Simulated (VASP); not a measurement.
# Co (P-3m1) in VASP: single point with PBEsol

Aim: the single point of Co with PBEsol.

All numbers are computed with VASP 6.6.1; they aren't measurements. Logs are shortened: lines on timing, memory, paths and dates and some standing lists are left out, and cuts for length are marked.

## Step 1: The cell of the first run

Symmetry: P-3m1, No. 164, trigonal system. The conventional cell has a = 2.487 Å, b = 2.487 Å, c = 4.063 Å, α = 90.00°, β = 90.00°, γ = 120.00°. Within 3.2 Å of Co (site symmetry 3m) lie 12 Co at 2.42 to 2.55 Å.

## Step 2: Single point, PBEsol, collinear spin, ferromagnetic start

Input file INCAR:

```
SYSTEM = Co
PREC = Accurate
ENCUT = 520
EDIFF = 1E-7
ISMEAR = 0
SIGMA = 0.15
LREAL = .FALSE.
LASPH = .TRUE.
NELM = 150
ALGO = Normal
ISIF = 2
LWAVE = .FALSE.
LCHARG = .FALSE.
ISPIN = 2
MAGMOM = 1.91 1.91
LORBIT = 11
LMAXMIX = 4
GGA = PS
NBANDS = 20
```

Input file KPOINTS:

```
regular mesh
0
G
  24 24 14
  0 0 0
```

Input file POSCAR:

```
Co
1.0
    2.4873648738      0.0000000000      0.0000000000
   -1.2436824369      2.1541211692      0.0000000000
    0.0000000000      0.0000000000      4.0632895034
Co
2
Direct
    0.6666666667      0.3333333333      0.2598610000
    0.3333333333      0.6666666667      0.7401390000
```

Potentials or basis: VASP PAW PBE potentials, release 64 (Co).

On the command line:

```
cat potpaw_PBE.64/Co/POTCAR > POTCAR
mpirun -np 1 vasp_std > vasp.out
```

OUTCAR:

```text
SYSTEM = Co
   PREC = Accurate
   ENCUT = 520
   EDIFF = 1E-7
   ISMEAR = 0
   LREAL = .FALSE.
   LASPH = .TRUE.
   NELM = 150
   ISIF = 2
   ISPIN = 2
   LORBIT = 11
   GGA = PS

 ion  position               nearest neighbor table
   1  0.667  0.333  0.260-   2 2.42   2 2.42   2 2.42   2 2.55   2 2.55   2 2.55
   2  0.333  0.667  0.740-   1 2.42   1 2.42   1 2.42   1 2.55   1 2.55   1 2.55

  LATTYP: Found a hexagonal cell.
 ALAT       =     2.4873648738
 C/A-ratio  =     1.6335719565

  Lattice vectors:

 A1 = (   2.4873648738,   0.0000000000,   0.0000000000)
 A2 = (  -1.2436824369,   2.1541211692,   0.0000000000)
 A3 = (   0.0000000000,   0.0000000000,   4.0632895034)

Analysis of symmetry for initial positions (statically):
=====================================================================
 Subroutine PRICEL returns:
 Original cell was already a primitive cell.

 Routine SETGRP: Setting up the symmetry group for a
 hexagonal supercell.

 Subroutine GETGRP returns: Found 12 space group operations
 (whereof 12 operations were pure point group operations)
 out of a pool of 24 trial point group operations.

The static configuration has the point symmetry D_3d.

Analysis of symmetry for dynamics (positions and initial velocities):
=====================================================================
 Subroutine PRICEL returns:
 Original cell was already a primitive cell.

 Routine SETGRP: Setting up the symmetry group for a
 hexagonal supercell.

 Subroutine GETGRP returns: Found 12 space group operations
 (whereof 12 operations were pure point group operations)
 out of a pool of 24 trial point group operations.

The dynamic configuration has the point symmetry D_3d.

Analysis of structural, dynamic, and magnetic symmetry:
=====================================================================
 Subroutine PRICEL returns:
 Original cell was already a primitive cell.

 Routine SETGRP: Setting up the symmetry group for a
 hexagonal supercell.

 Subroutine GETGRP returns: Found 12 space group operations
 (whereof 12 operations were pure point group operations)
 out of a pool of 24 trial point group operations.

The overall configuration has the point symmetry D_3d.

 Subroutine INISYM returns: Found 12 space group operations
 (whereof 12 operations are pure point group operations),
 and found     1 'primitive' translations

----------------------------------------------------------------------------------------

                                     Primitive cell

  volume of cell :      21.7715

  direct lattice vectors                    reciprocal lattice vectors
     2.487364874  0.000000000  0.000000000     0.402031889  0.232113220  0.000000000
    -1.243682437  2.154121169  0.000000000     0.000000000  0.464226439  0.000000000
     0.000000000  0.000000000  4.063289503     0.000000000  0.000000000  0.246106018

  length of vectors
     2.487364874  2.487364874  4.063289503     0.464226439  0.464226439  0.246106018

  position of ions in fractional coordinates (direct lattice)
     0.666666667  0.333333333  0.259861000
     0.333333333  0.666666667  0.740139000

  ion indices of the primitive-cell ions
   primitive index   ion index
                 1           1
                 2           2

----------------------------------------------------------------------------------------

 KPOINTS: regular mesh

Automatic generation of k-mesh.
 Grid dimensions read from file:
 generate k-points for:   24   24   14

 Generating k-lattice:

  Cartesian coordinates                     Fractional coordinates (reciprocal lattice)
     0.016751329  0.009671384  0.000000000     0.041666667  0.000000000  0.000000000
     0.000000000  0.019342768  0.000000000     0.000000000  0.041666667  0.000000000
     0.000000000  0.000000000  0.017579001     0.000000000  0.000000000  0.071428571

  Length of vectors
     0.019342768  0.019342768  0.017579001

  Shift w.r.t. Gamma in fractional coordinates (k-lattice)
     0.000000000  0.000000000  0.000000000

 Subroutine IBZKPT returns following result:
 ===========================================

 Found    776 irreducible k-points:

 Following reciprocal coordinates:
            Coordinates               Weight
  0.000000  0.000000  0.000000      1.000000
  0.041667  0.000000  0.000000      6.000000
  0.083333  0.000000  0.000000      6.000000
  0.125000  0.000000  0.000000      6.000000
  0.166667  0.000000  0.000000      6.000000
  0.208333 -0.000000  0.000000      6.000000
[... 16 lines left out ...]
  0.416667  0.041667  0.000000     12.000000
  0.458333  0.041667  0.000000     12.000000
 [... further k-points ...]
   k-points           NKPTS =    776   k-points in BZ     NKDIM =    776   number of bands    NBANDS=     20
   number of dos      NEDOS =    301   number of ions     NIONS =      2
   total plane-waves  NPLWV =   9720
   dimension x,y,z NGX =    18 NGY =   18 NGZ =   30
   dimension x,y,z NGXF=    36 NGYF=   36 NGZF=   60
   ions per type =               2
   NGX,Y,Z   is equivalent  to a cutoff of  12.03, 12.03, 12.27 a.u.
   NGXF,Y,Z  is equivalent  to a cutoff of  24.06, 24.06, 24.55 a.u.
 SYSTEM =  Co
   PREC   = accura    normal or accurate (medium, high low for compatibility)
   ISTART =      0    job   : 0-new  1-cont  2-samecut
   ICHARG =      2    charge: 1-file 2-atom 10-const
   ISPIN  =      2    spin polarized calculation?
   LNONCOLLINEAR =      F non collinear calculations
   LSORBIT =      F    spin-orbit coupling
   LASPH  =      T    aspherical Exc in radial PAW
   ENCUT  =  520.0 eV  38.22 Ry    6.18 a.u.   4.62  4.62  7.56*2*pi/ulx,y,z
   NELM   =    150;   NELMIN=  2; NELMDL= -5     # of ELM steps
   EDIFF  = 0.1E-06   stopping-criterion for ELM
   LREAL  =      F    real-space projection
   EDIFFG = 0.1E-05   stopping-criterion for IOM
   NSW    =      0    number of steps for IOM
   IBRION =     -1    ionic relax: 0-MD 1-quasi-New 2-CG
   NFREE  =      0    steps in history (QN), initial steepest desc. (CG)
   ISIF   =      2    stress and relaxation
   ISYM   =      2    0-nonsym 1-usesym 2-fastsym
   POTIM  = 0.5000    time-step for ionic-motion
   TEBEG  =    0.0;   TEEND  =   0.0 temperature during run
   PSTRESS=    0.0 pullay stress
   NELECT =      18.0000    total number of electrons
   NUPDOWN=      -1.0000    fix difference up-down
   EMIN   =  10.00;   EMAX   =-10.00  energy-range for DOS
   EFERMI =   0.00;   METHOD = LEGACY
   ISMEAR =     0;   SIGMA  =   0.15  broadening in eV -4-tet -1-fermi 0-gaus
   EFERMI_NEDOS =   21; number of points for ismear=-14 and -15
   IALGO  =     38    algorithm
   IMIX   =      4    mixing-type and parameters
     AMIX     =   0.40;   BMIX     =  1.00
     AMIX_MAG =   1.60;   BMIX_MAG =  1.00
  volume/ion in A,a.u.               =      10.89        73.46
  Fermi-wavevector in a.u.,A,eV,Ry     =   1.536514  2.903591 32.121660  2.360875
  Thomas-Fermi vector in A             =   2.643152
   LORBIT       =     11    0 simple, 1 ext, 2 COOP (PROOUT), +10 PAW based schemes
   GGA     = PS    functional components
   LHFCALC =     F    Hartree Fock is set to
   AEXX    =    0.0000 exact exchange contribution
   IVDW    =     0    specifies the selected vdW correction
   LEPSILON=     F    determine dielectric tensor
   LRPA    =     F    only Hartree local field effects (RPA)
 spin polarized calculation
 Gauss-broadening in eV      SIGMA  =   0.15
  energy-cutoff  :      520.00
  volume of cell :       21.77
 maximum number of plane-waves:       602
   NGX =  9   NGY =  9   NGZ = 15

 number of electron      17.9999996 magnetization       3.2306358

 Free energy of the ion-electron system (eV)
  ---------------------------------------------------
  ext. energy  EPLUGINS =         0.00000000
  ---------------------------------------------------
  free energy    TOTEN  =       -15.42455370 eV

  energy without entropy =      -15.40539195  energy(sigma->0) =      -15.41497282

 E-fermi :  10.0420     XC(G=0): -13.5550

 val. band max:       10.0419343281   @ k =   0.0000   0.4167   0.1429
 cond. band min:      10.0426515095   @ k =   0.1250   0.0833   0.0000
 fundamental gap:      0.0007171814
 Fermi energy:        10.0420491793

 spin component 1

 k-point     1 :       0.0000    0.0000    0.0000
  band No.  band energies     occupation
      1       1.0705      1.00000
      2       4.8659      1.00000
      3       7.3836      1.00000
      4       7.4397      1.00000
      5       7.4397      1.00000
      6       7.7335      1.00000
[... 12 lines left out ...]
     19      36.0005      0.00000
     20      36.0005      0.00000

 k-point     2 :       0.0417    0.0000    0.0000
  band No.  band energies     occupation
      1       1.1320      1.00000
      2       4.9042      1.00000
      3       7.3062      1.00000
      4       7.4683      1.00000
      5       7.5085      1.00000
      6       7.7179      1.00000
[... 498 lines left out ...]
 k-point    24 :       0.4583    0.0417    0.0000
  band No.  band energies     occupation
      1       5.2505      1.00000
      2       5.3292      1.00000
      3       5.5846      1.00000
      4       7.2989      1.00000
      5       7.4702      1.00000
      6       7.4941      1.00000
[... 12 lines left out ...]
     19      32.6330      0.00000
     20      34.4175      0.00000

 [... further k-points ...]

 spin component 2

 k-point     1 :       0.0000    0.0000    0.0000
  band No.  band energies     occupation
      1       1.1308      1.00000
      2       5.8134      1.00000
      3       8.9627      1.00000
      4       9.0657      1.00000
      5       9.0657      1.00000
      6       9.3819      1.00000
[... 12 lines left out ...]
     19      36.3423      0.00000
     20      36.3423      0.00000

 k-point     2 :       0.0417    0.0000    0.0000
  band No.  band energies     occupation
      1       1.1925      1.00000
      2       5.8566      1.00000
      3       8.8843      1.00000
      4       9.0973      1.00000
      5       9.1267      1.00000
      6       9.3610      1.00000
[... 498 lines left out ...]
 k-point    24 :       0.4583    0.0417    0.0000
  band No.  band energies     occupation
      1       6.1571      1.00000
      2       6.5037      1.00000
      3       6.8079      1.00000
      4       8.2008      1.00000
      5       8.9313      1.00000
      6       8.9861      1.00000
[... 12 lines left out ...]
     19      33.0866      0.00000
     20      34.7455      0.00000

 [... further k-points ...]
[... 5 lines left out ...]
  --------------------------------------------------------------------------------------
  -------------------------------------------------------------------------------------
  Total       -1.2904082     -1.2904082     -1.5581737      0.0000000      0.0000000      0.0000000
  in kB      -94.9620974    -94.9620974   -114.6671596      0.0000000      0.0000000      0.0000000
  external PRESSURE =    -101.5304514 kB  Pullay stress =       0.0000000 kB

 VOLUME and BASIS-vectors are now :
 -----------------------------------------------------------------------------
  energy-cutoff  :      520.00
  volume of cell :       21.77
      direct lattice vectors                 reciprocal lattice vectors
     2.487364874  0.000000000  0.000000000     0.402031889  0.232113220  0.000000000
    -1.243682437  2.154121169  0.000000000     0.000000000  0.464226439  0.000000000
     0.000000000  0.000000000  4.063289503     0.000000000  0.000000000  0.246106018

 POSITION                                       TOTAL-FORCE (eV/Angst)
 -----------------------------------------------------------------------------------
      1.24368      0.71804      1.05589        -0.000000     -0.000000     -0.438023
     -0.00000      1.43608      3.00740         0.000000      0.000000      0.438023
 -----------------------------------------------------------------------------------
    total drift:                                0.000000     -0.000000     -0.000000

  FREE ENERGIE OF THE ION-ELECTRON SYSTEM (eV)
  ---------------------------------------------------
  free  energy   TOTEN  =       -15.4245536958 eV

  energy  without entropy=      -15.4053919501  energy(sigma->0) =      -15.41497282

 total charge

# of ion       s       p       d       tot
------------------------------------------
    1        0.489   0.524   7.257   8.271
    2        0.489   0.524   7.257   8.271
--------------------------------------------------
tot          0.979   1.049  14.514  16.542

 magnetization (x)

# of ion       s       p       d       tot
------------------------------------------
    1       -0.014  -0.051   1.695   1.630
    2       -0.014  -0.051   1.695   1.630
--------------------------------------------------
tot         -0.029  -0.102   3.390   3.260
```

Run time: 7.4 min. Hardware: 1 thread of Intel Xeon Platinum 8259CL at 2.50GHz (Skylake/Cascade Lake), shared host; peak memory 0.52 GiB.

Results:

```yaml
Free_energy: -15.4246 eV
Pressure: -10.2 GPa
Largest_force: 0.438 eV/Å
Net_moment: 3.23 μB per cell
Site_moments: Co +1.63 μB
Valence_electrons_inside_the_program's_atomic_spheres: Co 8.27
```

Forces on the atoms (eV/Å):
```
Co   0.000  0.000 -0.438
Co   0.000  0.000  0.438
```

Levels at points of the mesh, in eV from the Fermi level:
Spin up:
```csv
k point,band 9,band 10,band 11,band 12,band 13,band 14
"(0.00, 0.00, 0.00)",-1.89,-0.82,-0.82,-0.23,6.10,22.00
"(0.50, 0.00, 0.00)",-0.65,-0.50,1.29,3.30,9.38,10.35
"(0.00, 0.00, 0.50)",-1.24,-1.24,-1.04,-1.04,14.08,15.24
"(0.50, 0.00, 0.50)",-0.61,-0.56,1.41,1.68,7.06,7.35
```
Spin down:
| k point | band 3 | band 4 | band 5 | band 6 | band 7 | band 8 | band 9 | band 10 | band 11 | band 12 |
| --- | --- | --- | --- | --- | --- | --- | --- | --- | --- | --- |
| (0.00, 0.00, 0.00) | -1.08 | -0.98 | -0.98 | -0.66 | -0.66 | -0.19 | -0.11 | -0.11 | 1.05 | 1.05 |
| (0.50, 0.00, 0.00) | -3.25 | -1.80 | -1.10 | -1.06 | -0.65 | 1.19 | 1.28 | 1.35 | 2.53 | 4.29 |
| (0.00, 0.00, 0.50) | -1.81 | -1.34 | -1.04 | -1.04 | -1.03 | -1.03 | 0.63 | 0.63 | 0.78 | 0.78 |
| (0.50, 0.00, 0.50) | -2.56 | -2.22 | -0.25 | 0.15 | 0.19 | 0.32 | 1.26 | 1.30 | 2.01 | 2.37 |

Caveat: the PAW data sets were made with another functional, which shifts forces and pressure a little.
